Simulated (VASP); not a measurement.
A run of VASP 6.6.1 is set up as follows.

INCAR

```
SYSTEM = ZnS
PREC     = Accurate       ! precision mode
ENCUT    = 520            ! plane-wave cutoff, eV
EDIFF    = 1E-7           ! SCF threshold, eV
ISMEAR   = -1             ! smearing method
SIGMA    = 0.03           ! smearing width, eV
LREAL    = .False.        ! projectors in reciprocal space
LASPH    = .True.         ! aspherical terms in the spheres
NELM     = 60             ! most SCF steps
ALGO     = Normal         ! electronic algorithm
ISIF     = 2              ! what is computed and relaxed
LWAVE    = .False.        ! write WAVECAR
LCHARG   = .True.         ! write CHGCAR
GGA      = PS             ! functional
LELF     = .True.         ! ELF
LVHAR    = .True.       
NBANDS   = 26             ! bands
```

Contents of KPOINTS:

```
Automatic mesh
0
Gamma
  8 8 5
  0 0 0
```

Contents of POSCAR:

```
ZnS
1.0
    3.8109987816     -0.0571649817     -0.0571649817
   -1.9550057172      3.3290042495     -0.0209238355
   -0.0935100000     -0.0935100000      6.2340000000
Zn S
2 2
Direct
    0.3333333333      0.6666666667      0.0000000000
    0.6666666667      0.3333333333      0.5000000000
    0.3333333333      0.6666666667      0.3850000000
    0.6666666667      0.3333333333      0.8850000000
```

Potentials or basis: VASP PAW PBE potentials, release 64 (Zn, S).

Launch:

```bash
$ cat potpaw_PBE.64/Zn/POTCAR potpaw_PBE.64/S/POTCAR > POTCAR
$ mpirun -np 1 vasp_std > vasp.out
```

**Question.** Predict the pressure.

**Answer.** -1.0 GPa.

**Question.** Estimate the largest force.

**Answer.** 0.497 eV/Å.

**Question.** Predict the band gap on the k mesh.

**Answer.** 2.00 eV.

Stress tensor (GPa, compression positive):
```
-0.31  1.77  1.11
 1.77 -0.36  1.11
 1.11  1.11 -2.27
```

Caveat: the cell differs from its parent crystal (equal xy, yz and zx shear strains of -3 %); the PAW data sets were made with another functional, which shifts forces and pressure a little.
